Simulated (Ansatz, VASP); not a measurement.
Si2Ni in VASP and in Ansatz

```xyz
3
Lattice="0.0000 2.7232 2.7232 2.7232 0.0000 2.7232 2.7232 2.7232 0.0000" Properties=species:S:1:pos:R:3 pbc="T T T"
Si    1.3616    1.3616    1.3616
Si    4.0848    4.0848    4.0848
Ni    0.0000    0.0000    0.0000
```

Alike in both runs: functional PBE; k mesh 14 × 14 × 14; occupations gaussian, width 0.1 eV; no spin polarisation.

Ansatz relaxed the structure, and its values are those at the end. VASP's run is a single point on that final structure, the one shown.

```csv
,VASP,Ansatz
version,VASP 6.6.1,Ansatz 0.2.0
potentials or method,"VASP PAW PBE potentials, release 64 (Si, Ni), cutoff 600 eV","scalar-relativistic, plane waves, PAW"
valence electrons in the cell,18,26
```

Ansatz gave:

```
gap on the k mesh at the Fermi level (eV) : none
pressure (GPa)                            : 0.0
```

Task: Estimate VASP's values.

Result: gap on the k mesh at the Fermi level (eV): none; pressure (GPa): -0.1.

A gap of «none» marks a metal or a gap that the smearing closes. VASP's potentials hold 18 valence electrons a cell and Ansatz's 26, so a difference there can come from the potentials and not from the codes.
